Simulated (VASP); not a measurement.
# H3CCl in VASP: further runs

The runs below take H3CCl through single point, with PBE.

Everything below comes from runs of VASP 6.6.1. Logs are shortened: lines on timing, memory, paths and dates and some standing lists are left out, and cuts for length are marked.

## Step 1: The cell of the first run

The cell holds an amorphous packing of atoms, 30 atoms: a = 8.953 Å, b = 8.953 Å, c = 8.953 Å, α = 90.00°, β = 90.00°, γ = 90.00°.

## Step 2: Single point, PBE

File INCAR:

```
SYSTEM = H3CCl
ALGO     = Normal         ! electronic algorithm
EDIFF    = 1E-6           ! SCF threshold, eV
ENCUT    = 520            ! plane-wave cutoff, eV
GGA      = PE             ! functional
ISIF     = 2              ! what is computed and relaxed
ISMEAR   = -1             ! smearing method
LASPH    = .True.         ! aspherical terms in the spheres
LCHARG   = .False.        ! write CHGCAR
LREAL    = Auto         
LWAVE    = .False.        ! write WAVECAR
NBANDS   = 63             ! bands
NELM     = 100            ! most SCF steps
PREC     = Accurate       ! precision mode
SIGMA    = 0.02           ! smearing width, eV
```

File KPOINTS:

```
k-points
0
Gamma
  1 1 1
  0 0 0
```

File POSCAR:

```
H3CCl
1.0
    8.9528400000      0.0000000000      0.0000000000
    0.0000000000      8.9528400000      0.0000000000
    0.0000000000      0.0000000000      8.9528400000
C Cl H
6 6 18
Direct
    0.1791302711      0.6124287610      0.2301195390
    0.7757449870      0.2225530487      0.9586156929
    0.0485024877      0.4235662565      0.5585009626
    0.9441198540      0.9794195975      0.6606722445
    0.4962022731      0.9146078588      0.8374428398
    0.7792841761      0.6048415351      0.8348492860
    0.0870136751      0.4433740315      0.1745010203
    0.7120743946      0.2033570452      1.1464723464
    0.1161704341      0.3740412078      0.7408304913
    1.0010116207      0.9770514682      0.4693643364
    0.3783360542      0.9296729310      0.9983786227
    0.7175199503      0.6327989547      1.0225614897
    0.0943801521      0.6922511753      0.2682502243
    0.2563097934      0.5857881790      0.3212303842
    0.2406581348      0.6568048221      0.1346946328
    0.8509712891      0.3182988272      0.9515248936
    0.8359888748      0.1210689237      0.9281212170
    0.6787348378      0.2390227046      0.8850811832
    0.0204240325      0.5428122154      0.5588870767
    0.1364728773      0.4005427466      0.4773879006
   -0.0501358608      0.3556603137      0.5320458069
    0.8303095982      1.0239087238      0.6661579338
    0.9470274444      0.8649377668      0.7040931626
    1.0211301463      1.0506168562      0.7241188736
    0.6000318509      0.9770686596      0.8587429811
    0.5215462945      0.7964041478      0.8197800777
    0.4366642744      0.9617787945      0.7404207077
    0.7791225442      0.7131034390      0.7778354287
    0.8923843460      0.5574754323      0.8371027835
    0.7018614923      0.5281677765      0.7784780605
```

Potentials or basis: VASP PAW PBE potentials, release 64 (C, Cl, H).

The run is started by

```sh
> cat potpaw_PBE.64/C/POTCAR potpaw_PBE.64/Cl/POTCAR potpaw_PBE.64/H/POTCAR > POTCAR
> mpirun -np 1 vasp_gam > vasp.out
```

OUTCAR:

```text
SYSTEM = H3CCl
   EDIFF = 1E-6
   ENCUT = 520
   GGA = PE
   ISIF = 2
   ISMEAR = -1
   LASPH = .True.
   LREAL = Auto
   NELM = 100
   PREC = Accurate

 ion  position               nearest neighbor table
   1  0.179  0.612  0.230-  15 1.09  14 1.10  13 1.10   7 1.79
   2  0.776  0.223  0.959-  17 1.09  16 1.09  18 1.10   8 1.78
   3  0.049  0.424  0.559-  20 1.09  19 1.10  21 1.10   9 1.80
   4  0.944  0.979  0.661-  22 1.10  23 1.10  24 1.10  10 1.79
   5  0.496  0.915  0.837-  26 1.09  25 1.10  27 1.10  11 1.79
   6  0.779  0.605  0.835-  28 1.10  29 1.10  30 1.10  12 1.79
   7  0.087  0.443  0.175-   1 1.79
   8  0.712  0.203  0.146-   2 1.78
   9  0.116  0.374  0.741-   3 1.80
  10  0.001  0.977  0.469-   4 1.79
  11  0.378  0.930  0.998-   5 1.79
  12  0.718  0.633  0.023-   6 1.79
[... 16 lines left out ...]
  29  0.892  0.557  0.837-   6 1.10
  30  0.702  0.528  0.778-   6 1.10

  LATTYP: Found a simple cubic cell.
 ALAT       =     8.9528400000

  Lattice vectors:

 A1 = (   8.9528400000,   0.0000000000,   0.0000000000)
 A2 = (   0.0000000000,   8.9528400000,   0.0000000000)
 A3 = (   0.0000000000,   0.0000000000,   8.9528400000)

Analysis of symmetry for initial positions (statically):
=====================================================================
 Subroutine PRICEL returns:
 Original cell was already a primitive cell.

 Routine SETGRP: Setting up the symmetry group for a
 simple cubic supercell.

 Subroutine GETGRP returns: Found  1 space group operations
 (whereof  1 operations were pure point group operations)
 out of a pool of 48 trial point group operations.

The static configuration has the point symmetry C_1 .

Analysis of symmetry for dynamics (positions and initial velocities):
=====================================================================
 Subroutine PRICEL returns:
 Original cell was already a primitive cell.

 Routine SETGRP: Setting up the symmetry group for a
 simple cubic supercell.

 Subroutine GETGRP returns: Found  1 space group operations
 (whereof  1 operations were pure point group operations)
 out of a pool of 48 trial point group operations.

The dynamic configuration has the point symmetry C_1 .

 Subroutine INISYM returns: Found  1 space group operations
 (whereof  1 operations are pure point group operations),
 and found     1 'primitive' translations

----------------------------------------------------------------------------------------

                                     Primitive cell

  volume of cell :     717.6001

  direct lattice vectors                    reciprocal lattice vectors
     8.952840000  0.000000000  0.000000000     0.111696400  0.000000000  0.000000000
     0.000000000  8.952840000  0.000000000     0.000000000  0.111696400  0.000000000
     0.000000000  0.000000000  8.952840000     0.000000000  0.000000000  0.111696400

  length of vectors
     8.952840000  8.952840000  8.952840000     0.111696400  0.111696400  0.111696400

  position of ions in fractional coordinates (direct lattice)
     0.179130271  0.612428761  0.230119539
     0.775744987  0.222553049  0.958615693
     0.048502488  0.423566257  0.558500963
     0.944119854  0.979419597  0.660672244
     0.496202273  0.914607859  0.837442840
     0.779284176  0.604841535  0.834849286
[... 22 lines left out ...]
     0.892384346  0.557475432  0.837102784
     0.701861492  0.528167776  0.778478060

  ion indices of the primitive-cell ions
   primitive index   ion index
                 1           1
                 2           2
                 3           3
                 4           4
                 5           5
                 6           6
[... 22 lines left out ...]
                29          29
                30          30

----------------------------------------------------------------------------------------

 KPOINTS: k-points

Automatic generation of k-mesh.
 Grid dimensions read from file:
 generate k-points for:    1    1    1

 Generating k-lattice:

  Cartesian coordinates                     Fractional coordinates (reciprocal lattice)
     0.111696400  0.000000000  0.000000000     1.000000000  0.000000000  0.000000000
     0.000000000  0.111696400  0.000000000     0.000000000  1.000000000  0.000000000
     0.000000000  0.000000000  0.111696400     0.000000000  0.000000000  1.000000000

  Length of vectors
     0.111696400  0.111696400  0.111696400

  Shift w.r.t. Gamma in fractional coordinates (k-lattice)
     0.000000000  0.000000000  0.000000000

 Subroutine IBZKPT returns following result:
 ===========================================

 Found      1 irreducible k-points:

 Following reciprocal coordinates:
            Coordinates               Weight
  0.000000  0.000000  0.000000      1.000000
   k-points           NKPTS =      1   k-points in BZ     NKDIM =      1   number of bands    NBANDS=     63
   number of dos      NEDOS =    301   number of ions     NIONS =     30
   total plane-waves  NPLWV = 343000
   dimension x,y,z NGX =    70 NGY =   70 NGZ =   70
   dimension x,y,z NGXF=   140 NGYF=  140 NGZF=  140
   ions per type =               6   6  18
   NGX,Y,Z   is equivalent  to a cutoff of  13.00, 13.00, 13.00 a.u.
   NGXF,Y,Z  is equivalent  to a cutoff of  26.00, 26.00, 26.00 a.u.
 SYSTEM =  H3CCl
   PREC   = accura    normal or accurate (medium, high low for compatibility)
   ISTART =      0    job   : 0-new  1-cont  2-samecut
   ICHARG =      2    charge: 1-file 2-atom 10-const
   ISPIN  =      1    spin polarized calculation?
   LNONCOLLINEAR =      F non collinear calculations
   LSORBIT =      F    spin-orbit coupling
   LASPH  =      T    aspherical Exc in radial PAW
   ENCUT  =  520.0 eV  38.22 Ry    6.18 a.u.  16.65 16.65 16.65*2*pi/ulx,y,z
   NELM   =    100;   NELMIN=  2; NELMDL= -5     # of ELM steps
   EDIFF  = 0.1E-05   stopping-criterion for ELM
   LREAL  =      T    real-space projection
   EDIFFG = 0.1E-04   stopping-criterion for IOM
   NSW    =      0    number of steps for IOM
   IBRION =     -1    ionic relax: 0-MD 1-quasi-New 2-CG
   NFREE  =      0    steps in history (QN), initial steepest desc. (CG)
   ISIF   =      2    stress and relaxation
   ISYM   =      2    0-nonsym 1-usesym 2-fastsym
   POTIM  = 0.5000    time-step for ionic-motion
   TEBEG  =    0.0;   TEEND  =   0.0 temperature during run
   PSTRESS=    0.0 pullay stress
   NELECT =      84.0000    total number of electrons
   NUPDOWN=      -1.0000    fix difference up-down
   EMIN   =  10.00;   EMAX   =-10.00  energy-range for DOS
   EFERMI =   0.00;   METHOD = LEGACY
   ISMEAR =    -1;   SIGMA  =   0.02  broadening in eV -4-tet -1-fermi 0-gaus
   EFERMI_NEDOS =   21; number of points for ismear=-14 and -15
   IALGO  =     38    algorithm
   IMIX   =      4    mixing-type and parameters
     AMIX     =   0.40;   BMIX     =  1.00
     AMIX_MAG =   1.60;   BMIX_MAG =  1.00
  volume/ion in A,a.u.               =      23.92       161.42
  Fermi-wavevector in a.u.,A,eV,Ry     =   0.800830  1.513350  8.725811  0.641329
  Thomas-Fermi vector in A             =   1.908201
   LORBIT       =      0    0 simple, 1 ext, 2 COOP (PROOUT), +10 PAW based schemes
   GGA     = PE    functional components
[... 5 lines left out ...]
 non-spin polarized calculation
  energy-cutoff  :      520.00
  volume of cell :      717.60
 maximum number of plane-waves:      9691
 NGX is ok and might be reduce to    70
   NGX = 33   NGY = 33   NGZ = 33

 number of electron      84.0000005 magnetization

 Free energy of the ion-electron system (eV)
  ---------------------------------------------------
  ext. energy  EPLUGINS =         0.00000000
  ---------------------------------------------------
  free energy    TOTEN  =      -134.62747756 eV

  energy without entropy =     -134.62747756  energy(sigma->0) =     -134.62747756

 E-fermi :  -3.7288     XC(G=0):  -4.9160

 val. band max:       -4.2617411321   @ k =   0.0000   0.0000   0.0000
 cond. band min:       0.9304935547   @ k =   0.0000   0.0000   0.0000
 fundamental gap:      5.1922346868
 Fermi energy:        -3.7287840286

 k-point     1 :       0.0000    0.0000    0.0000
  band No.  band energies     occupation
      1     -18.9906      2.00000
      2     -18.9329      2.00000
      3     -18.8695      2.00000
      4     -18.7453      2.00000
      5     -18.6567      2.00000
      6     -18.6105      2.00000
[... 46 lines left out ...]
     53       2.9821      0.00000
     54       3.2420      0.00000
 [bands above 54 left out]

------------------------ aborting loop because EDIFF is reached ----------------------------------------

  FORCE on cell =-STRESS in cart. coord.  units (eV):
  Direction    XX          YY          ZZ          XY          YZ          ZX
  --------------------------------------------------------------------------------------
  -------------------------------------------------------------------------------------
  Total       -0.4122033      0.5506713     -1.1031352     -0.0839229     -0.2890317     -0.5361946
  in kB       -0.9203215      1.2294775     -2.4629571     -0.1873737     -0.6453177     -1.1971554
  external PRESSURE =      -0.7179337 kB  Pullay stress =       0.0000000 kB

 VOLUME and BASIS-vectors are now :
 -----------------------------------------------------------------------------
  energy-cutoff  :      520.00
  volume of cell :      717.60
      direct lattice vectors                 reciprocal lattice vectors
     8.952840000  0.000000000  0.000000000     0.111696400  0.000000000  0.000000000
     0.000000000  8.952840000  0.000000000     0.000000000  0.111696400  0.000000000
     0.000000000  0.000000000  8.952840000     0.000000000  0.000000000  0.111696400

 POSITION                                       TOTAL-FORCE (eV/Angst)
 -----------------------------------------------------------------------------------
      1.60372      5.48298      2.06022        -0.070838     -0.024479      0.035498
      6.94512      1.99248      8.58233        -0.133463      0.044567      0.047983
      0.43424      3.79212      5.00017        -0.099422     -0.029672      0.044634
      8.45255      8.76859      5.91489         0.087539     -0.036431      0.020182
      4.44242      8.18834      7.49749        -0.066691      0.173216     -0.081864
      6.97681      5.41505      7.47427        -0.017151     -0.031656      0.026541
[... 22 lines left out ...]
      7.98937      4.99099      7.49445        -0.096310      0.052003      0.013420
      6.28365      4.72860      6.96959         0.067236      0.060603      0.066139
 -----------------------------------------------------------------------------------
    total drift:                               -0.002237     -0.010603     -0.002634

  FREE ENERGIE OF THE ION-ELECTRON SYSTEM (eV)
  ---------------------------------------------------
  free  energy   TOTEN  =      -134.6274775623 eV

  energy  without entropy=     -134.6274775623  energy(sigma->0) =     -134.62747756
```

It took 52 s on 1 thread of Intel Xeon 6975P-C (Granite Rapids), shared host; peak memory 0.64 GiB.

Results:

| Property | Result |
| --- | --- |
| Free energy | -134.6275 eV |
| Pressure | -0.1 GPa |
| Largest force | 0.268 eV/Å |
| Band gap on the k mesh | 5.19 eV |

Forces on the atoms (eV/Å):
```
C   -0.071 -0.024  0.035
C   -0.133  0.045  0.048
C   -0.099 -0.030  0.045
C    0.088 -0.036  0.020
C   -0.067  0.173 -0.082
C   -0.017 -0.032  0.027
Cl   0.074  0.066  0.012
Cl   0.005 -0.013 -0.055
Cl  -0.008  0.039 -0.048
Cl   0.005 -0.003  0.053
Cl   0.058  0.028 -0.171
Cl   0.014  0.000 -0.104
H    0.044 -0.048 -0.050
H   -0.003  0.016 -0.041
H    0.023  0.029 -0.066
H    0.010  0.016  0.056
H    0.032 -0.081 -0.002
H    0.087 -0.015  0.114
H    0.024 -0.092 -0.003
H    0.023 -0.038 -0.029
H    0.118  0.071  0.061
H    0.016 -0.002 -0.011
H    0.035  0.087 -0.041
H   -0.052 -0.033 -0.081
H   -0.232 -0.117  0.013
H   -0.052  0.035 -0.001
H    0.117 -0.099  0.219
H   -0.008 -0.055  0.003
H   -0.096  0.052  0.013
H    0.067  0.061  0.066
```

Stress tensor (GPa, compression positive):
```
-0.09 -0.02 -0.12
-0.02  0.12 -0.06
-0.12 -0.06 -0.25
```

Levels at points of the mesh, in eV from the valence-band top:
| k point | band 40 | band 41 | band 42 | band 43 | band 44 | band 45 |
| --- | --- | --- | --- | --- | --- | --- |
| (0.00, 0.00, 0.00) | -0.13 | -0.06 | 0.00 | 5.19 | 5.65 | 5.96 |

Caveat: the k points lie up to 0.70 Å⁻¹ apart.

## Step 3: Single point, PBE

File INCAR:

```
SYSTEM = H3CCl
PREC     = Accurate       ! precision mode
ENCUT    = 520            ! plane-wave cutoff, eV
EDIFF    = 1E-6           ! SCF threshold, eV
ISMEAR   = -1             ! smearing method
SIGMA    = 0.02           ! smearing width, eV
LREAL    = Auto         
LASPH    = .True.         ! aspherical terms in the spheres
NELM     = 100            ! most SCF steps
ALGO     = Normal         ! electronic algorithm
ISIF     = 2              ! what is computed and relaxed
LWAVE    = .False.        ! write WAVECAR
LCHARG   = .False.        ! write CHGCAR
GGA      = PE             ! functional
NBANDS   = 63             ! bands
```

File KPOINTS:

```
regular mesh
0
Gamma
  1 1 1
  0 0 0
```

File POSCAR:

```
H3CCl
1.0
    8.9528400000      0.0000000000      0.0000000000
    0.0000000000      8.9528400000      0.0000000000
    0.0000000000      0.0000000000      8.9528400000
C Cl H
6 6 18
Direct
    0.1987860835      0.6204511641      0.1987860835
    0.7517056040      0.2855965258      0.9834979738
    0.0740882223      0.4188056527      0.5411578896
    0.9762600471      1.0209050983      0.6526532363
    0.4643889537      0.8926664611      0.8118429459
    0.7791047310      0.6135036480      0.8481331064
    0.1137404444      0.4406087901      0.1878845149
    0.6979796355      0.1958819771      1.1520701811
    0.1376769829      0.3762269850      0.7257026821
    0.9725517266      1.0148623230      0.4518342783
    0.3658838983      0.9014346286      0.9955165065
    0.7156611757      0.6385906595      1.0501695551
    0.1116740610      0.7011853222      0.1581174242
    0.2126811157      0.6301240724      0.3231041770
    0.2990336027      0.6143637103      0.1360797244
    0.8223759165      0.3762493242      1.0201455627
    0.8390968676      0.1980823962      0.9521894728
    0.6513017098      0.3025297001      0.9073880467
    0.0675428132      0.5413030949      0.5205275644
    0.1584636830      0.3712006469      0.4630821058
   -0.0382895260      0.3602655694      0.5233423137
    0.9769749041      1.1418052819      0.6955223147
    0.8923872201      0.9461466976      0.6919591995
    1.0868618226      0.9798901801      0.6739760791
    0.5616876879      0.9645542643      0.7922402277
    0.4816013690      0.7664718681      0.7831704800
    0.3869498394      0.9301294338      0.7290424044
    0.7561846297      0.7005821616      0.7718109561
    0.8943865857      0.5862832353      0.8320823337
    0.7153484258      0.5180479044      0.8141662311
```

Potentials or basis: VASP PAW PBE potentials, release 64 (C, Cl, H).

The run is started by

```sh
> cat potpaw_PBE.64/C/POTCAR potpaw_PBE.64/Cl/POTCAR potpaw_PBE.64/H/POTCAR > POTCAR
> mpirun -np 1 vasp_gam > vasp.out
```

Run time: 58 s. Hardware: 1 thread of Intel Xeon 6975P-C (Granite Rapids), shared host; peak memory 0.63 GiB.

It converged, with:

* Free energy: -133.1099 eV
* Pressure: -0.5 GPa
* Largest force: 2.552 eV/Å
* Band gap on the k mesh: 4.59 eV

Forces on the atoms (eV/Å):
```
C   -2.001  0.076  1.582
C    1.092 -2.209 -0.115
C   -0.513 -0.636 -0.833
C    1.015  1.792 -0.569
C   -0.543 -2.158  0.061
C   -0.722 -0.815  1.524
Cl  -0.297 -0.656 -0.576
Cl  -0.803 -0.071  0.779
Cl  -0.001  0.363  0.250
Cl  -0.331  0.219 -0.092
Cl   1.062  0.255 -1.422
Cl   0.859  0.439 -2.006
H    0.959 -0.357  0.192
H    0.384  0.548 -0.982
H    0.942  0.346 -0.468
H   -0.424  0.857 -0.315
H   -1.143  0.953 -0.975
H    1.325 -0.036  0.735
H   -0.119 -0.567  0.407
H   -0.566  0.172  0.355
H    1.254  0.797  0.093
H   -0.537 -1.481 -0.523
H   -0.738 -0.260  0.564
H    0.542 -0.448  0.652
H    0.241 -0.239  0.988
H    0.156  1.920  0.728
H   -0.986  0.350 -0.428
H   -0.701  1.578 -0.159
H    1.019 -0.184  0.797
H   -0.425 -0.549 -0.243
```

Stress tensor (GPa, compression positive):
```
-0.26  0.30  0.52
 0.30  0.07 -0.44
 0.52 -0.44 -1.16
```

Levels at points of the mesh, in eV from the valence-band top:
```csv
k point,band 38,band 39,band 40,band 41,band 42,band 43,band 44,band 45,band 46,band 47
"(0.00, 0.00, 0.00)",-0.50,-0.46,-0.41,-0.24,0.00,4.59,4.86,5.18,5.64,5.88
```

Caveat: the k points lie up to 0.70 Å⁻¹ apart.
